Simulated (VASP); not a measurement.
Write the native input for VASP 6.6.1 that does the following.

```yaml
Task: relaxation of cell and atoms
Functional: PBE
Potentials_or_basis: VASP PAW PBE potentials, release 64 (Be, N)
Cutoff: 600 eV
k_mesh: 6 × 6 × 6
Occupations: gaussian, width 0.1 eV
Spin: no spin polarisation
Dipole_correction: no
Further_INCAR_settings: ALGO = Normal; EDIFF = 1e-06; IBRION = 2; EDIFFG = -0.04; NSW = 90; ISIF = 3
```

The structure of Be2N lies in POSCAR:

```
Be2N
1.0
    2.0502227000      1.1836966300      1.8399086200
   -2.0502227000      1.1836966300      1.8399086200
    0.0000000000     -2.3673932600      1.8399086200
Be N
2 1
Direct
    0.7688968700      0.7688968700      0.7688968700
    0.2311031300      0.2311031300      0.2311031300
    0.5000000000      0.5000000000      0.5000000000
```

The input as run:

INCAR

```
SYSTEM = Be2N
ALGO = Normal ; EDIFF = 1E-6
EDIFFG = -0.04 ; ENCUT = 600
GGA = PE ; IBRION = 2
ISIF = 3 ; ISMEAR = 0
LASPH = .TRUE. ; LCHARG = .FALSE.
LREAL = .FALSE. ; LWAVE = .FALSE.
NELM = 100 ; NSW = 90
PREC = Accurate ; SIGMA = 0.1
```

KPOINTS

```
k-points
0
G
  6 6 6
  0 0 0
```

Potentials or basis: VASP PAW PBE potentials, release 64 (Be, N).

The run is started by

```console
$ cat potpaw_PBE.64/Be/POTCAR potpaw_PBE.64/N/POTCAR > POTCAR
$ mpirun -np 1 vasp_std > vasp.out
```

Results of the run:

| Quantity | Value |
| --- | --- |
| Relaxed volume | 7.42 Å³/atom |
| Relaxed cell | a = 2.950 Å, b = 2.950 Å, c = 2.950 Å, α = 71.07°, β = 71.07°, γ = 71.07° |
| Space group after relaxing (to 0.05 Å) | R-3m (No. 166) |
| Energy gained by relaxing | 276.1 meV/atom |
| Ionic steps | 18 |
| Pressure after relaxing | -0.2 GPa |
| Largest force after relaxing | 0.014 eV/Å |

Caveat: the volume moved by over 15 % at a fixed basis, so the end points are rough.

Run time: 35 s on 1 thread of Intel(R) Xeon(R) 6975P-C (Granite Rapids), with other jobs on the host, peak memory 0.13 GiB.
